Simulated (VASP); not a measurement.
Wanted: the native input for a VASP 6.6.1 run.

| Quantity | Value |
| --- | --- |
| Task | single point |
| Functional | PBEsol |
| Potentials or basis | VASP PAW PBE potentials, release 64 (Mg, S) |
| Cutoff | 520 eV |
| k mesh | 6 × 6 × 4 |
| Occupations | gaussian, width 0.05 eV |
| Spin | no spin polarisation |
| Dipole correction | no |
| Further INCAR settings | ALGO = Normal; EDIFF = 1e-06; NBANDS = 16 |

The structure of MgS lies in POSCAR:

```
MgS
1.0
    4.1960073031      0.0000000000      0.0000000000
   -2.0980036515      3.6338489189      0.0000000000
    0.0000000000      0.0000000000      6.1750024128
Mg S
2 2
Direct
    0.6666666667      0.3333333333      0.4957548500
    0.3333333333      0.6666666667      0.9957548500
    0.3333333333      0.6666666667      0.3792441500
    0.6666666667      0.3333333333      0.8792441500
```

This cell differs from its parent crystal: strain +0.040 along x and y, -0.040 along z.

These files were run (other wordings do the same):

INCAR

```
  ALGO = Normal
  EDIFF = 1E-6
  ENCUT = 520
  GGA = PS
  ISIF = 2
  ISMEAR = 0
  LASPH = T
  LCHARG = F
  LREAL = F
  LWAVE = F
  NBANDS = 16
  NELM = 60
  PREC = Accurate
  SIGMA = 0.05
```

KPOINTS

```
k-points
0
Gamma
  6 6 4
```

Potentials or basis: VASP PAW PBE potentials, release 64 (Mg, S).

Command:

```console
$ cat potpaw_PBE.64/Mg/POTCAR potpaw_PBE.64/S/POTCAR > POTCAR
$ mpirun -np 1 vasp_std > vasp.out
```

Results of the run:

```
Pressure               : -2.1 GPa
Largest force          : 0.580 eV/Å
Band gap on the k mesh : 2.97 eV, direct
```

Caveat: the cell differs from its parent crystal (strain +0.040 along x and y, -0.040 along z); the PAW data sets were made with another functional, which shifts forces and pressure a little.

It took 52 s on 1 thread of AMD EPYC 7R13, on a shared host, peak memory 0.19 GiB.
